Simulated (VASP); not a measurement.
Write the native input for VASP 6.6.1 that does the following.

- Task: single point
- Functional: r2SCAN
- Potentials or basis: VASP PAW PBE potentials, release 64 (Na_pv, I)
- Cutoff: 520 eV
- k mesh: 6 × 6 × 6
- Occupations: gaussian, width 0.05 eV
- Spin: no spin polarisation
- Dipole correction: no
- Further INCAR settings: ALGO = Normal; EDIFF = 1e-06; NBANDS = 14

NaI:

```
Na I
1.0
     0.00000    3.23640    3.28495
     3.23640    0.00000    3.28495
     3.23640    3.23640    0.00000
Na I
1 1
Cartesian
  0.0000 0.0000 0.0000
  3.2364 3.2364 3.2849
```

This cell differs from its parent crystal: strain +0.000 along x and y, +0.015 along z.

The input as run:

POSCAR

```
NaI
1.0
    0.0000000000      3.2364000000      3.2849460000
    3.2364000000      0.0000000000      3.2849460000
    3.2364000000      3.2364000000      0.0000000000
Na I
1 1
Direct
    0.0000000000      0.0000000000      0.0000000000
    0.5000000000      0.5000000000      0.5000000000
```

INCAR.step1

```
SYSTEM = NaI
PREC     = Accurate       ! precision mode
ENCUT    = 520            ! plane-wave cutoff, eV
ISMEAR   = 0              ! smearing method
SIGMA    = 0.05           ! smearing width, eV
LREAL    = .False.        ! projectors in reciprocal space
LASPH    = .True.         ! aspherical terms in the spheres
NELM     = 100            ! most SCF steps
NBANDS   = 14             ! bands
GGA      = PE             ! functional
ALGO     = Normal         ! electronic algorithm
EDIFF    = 1E-4           ! SCF threshold, eV
LWAVE    = .True.         ! write WAVECAR
LCHARG   = .False.        ! write CHGCAR
```

INCAR.step2

```
SYSTEM = NaI
PREC     = Accurate       ! precision mode
ENCUT    = 520            ! plane-wave cutoff, eV
EDIFF    = 1E-6           ! SCF threshold, eV
ISMEAR   = 0              ! smearing method
SIGMA    = 0.05           ! smearing width, eV
LREAL    = .False.        ! projectors in reciprocal space
LASPH    = .True.         ! aspherical terms in the spheres
NELM     = 100            ! most SCF steps
ALGO     = Normal         ! electronic algorithm
ISIF     = 2              ! what is computed and relaxed
LWAVE    = .False.        ! write WAVECAR
LCHARG   = .True.         ! write CHGCAR
METAGGA  = R2SCAN         ! meta-GGA
LMIXTAU  = .True.       
LELF     = .True.         ! ELF
LVHAR    = .True.       
NBANDS   = 14             ! bands
ISTART   = 1
```

KPOINTS

```
Automatic mesh
0
Gamma
  6 6 6
  0 0 0
```

Potentials or basis: VASP PAW PBE potentials, release 64 (Na_pv, I).

Launch:

```console
$ cat potpaw_PBE.64/Na_pv/POTCAR potpaw_PBE.64/I/POTCAR > POTCAR
$ cp INCAR.step1 INCAR
$ mpirun -np 1 vasp_std > vasp.out
$ cp INCAR.step2 INCAR
$ mpirun -np 1 vasp_std > vasp.out
```

Results of the run:

```
Pressure               : -0.4 GPa
Band gap on the k mesh : 4.38 eV
```

Caveat: the cell differs from its parent crystal (strain +0.000 along x and y, +0.015 along z); the PAW data sets were made with another functional, which shifts forces and pressure a little; spin-orbit coupling is left out, which moves the levels of the heavy elements.

Wall time 68 s on 1 thread of AMD EPYC 9R45 96-Core Processor (Zen 5), with other jobs on the host, peak memory 0.19 GiB.
